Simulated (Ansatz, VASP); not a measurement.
# One calculation of SiNi2, two programs

The input POSCAR:

```
SiNi2
1.0
    3.8695455034      0.0000000000      0.0000000000
   -1.9347727517      3.3511247070      0.0000000000
    0.0000000000      0.0000000000      4.9268111706
Si Ni
2 4
Direct
    0.3333333333      0.6666666667      0.7703791442
    0.6666666667      0.3333333333      0.2296208558
    0.0000000000      0.0000000000      0.0000000000
    0.0000000000      0.0000000000      0.5000000000
    0.3333333333      0.6666666667      0.2728342423
    0.6666666667      0.3333333333      0.7271657577
```

INCAR.step1

```
SYSTEM = SiNi2
  PREC = Accurate
  ENCUT = 520
  ISMEAR = 0
  SIGMA = 0.15
  LREAL = .FALSE.
  LASPH = .TRUE.
  NELM = 100
  NBANDS = 33
  GGA = PE
  ALGO = Normal
  EDIFF = 1E-4
  LWAVE = .TRUE.
  LCHARG = .FALSE.
```

The input INCAR.step2:

```
SYSTEM = SiNi2
  PREC = Accurate
  ENCUT = 520
  EDIFF = 1E-6
  ISMEAR = 0
  SIGMA = 0.15
  LREAL = .FALSE.
  LASPH = .TRUE.
  NELM = 100
  ALGO = Normal
  ISIF = 2
  LWAVE = .FALSE.
  LCHARG = .FALSE.
  METAGGA = R2SCAN
  LMIXTAU = .TRUE.
  NBANDS = 33
  ISTART = 1
```

KPOINTS

```
regular mesh
0
G
  12 12 10
  0 0 0
```

Input for Ansatz:

```yaml
crystal:
  lattice:
    - [3.8695455034, 0.0, 0.0]
    - [-1.9347727517, 3.351124707, 0.0]
    - [0.0, 0.0, 4.9268111706]
  atoms:
    - { symbol: Si, position: [0.3333333333, 0.6666666667, 0.7703791442] }
    - { symbol: Si, position: [0.6666666667, 0.3333333333, 0.2296208558] }
    - { symbol: Ni, position: [0.0, 0.0, 0.0] }
    - { symbol: Ni, position: [0.0, 0.0, 0.5] }
    - { symbol: Ni, position: [0.3333333333, 0.6666666667, 0.2728342423] }
    - { symbol: Ni, position: [0.6666666667, 0.3333333333, 0.7271657577] }
basis:
  ecutwfc: 500
kpoints:
  mp_grid: { grid: [12, 12, 10] }
hamiltonian:
  xc: r2scan
scf:
  occupations: { method: gaussian, width: 0.15 }
output:
  forces: true
  stress: true
  eigenvalues: true
```

Change from the starting cell: mode 4 (121.0 1/cm) frozen in, largest displacement +0.113 Å.

Alike in both runs: task single point; functional r2SCAN; k mesh 12 × 12 × 10; occupations gaussian, width 0.15 eV; no spin polarisation.

|  | VASP | Ansatz |
| --- | --- | --- |
| version | VASP 6.6.1 | Ansatz 0.2.0 |
| potentials or method | VASP PAW PBE potentials, release 64 (Si, Ni), cutoff 520 eV | scalar-relativistic, plane waves, PAW |
| valence electrons in the cell | 48 | 80 |

Ansatz gave:

```
gap on the k mesh at the Fermi level (eV)                     : none
pressure (GPa)                                                : -0.2
traceless stress, the component that is largest in VASP (GPa) : -0.33
rms of the force components (eV/Å)                            : 0.126
```

Q: Which values does VASP return?

A: gap on the k mesh at the Fermi level (eV): none; pressure (GPa): 0.1; traceless stress, the component that is largest in VASP (GPa): -0.38; rms of the force components (eV/Å): 0.123.

VASP's potentials were made for PBE, not for r2SCAN. Atom by atom the forces differ by 0.004 eV/Å (rms over components). A gap of «none» marks a metal or a gap that the smearing closes. The functional is the same, so the differences come from potentials, cutoffs and numerics. VASP's potentials hold 48 valence electrons a cell and Ansatz's 80, so a difference there can come from the potentials and not from the codes.
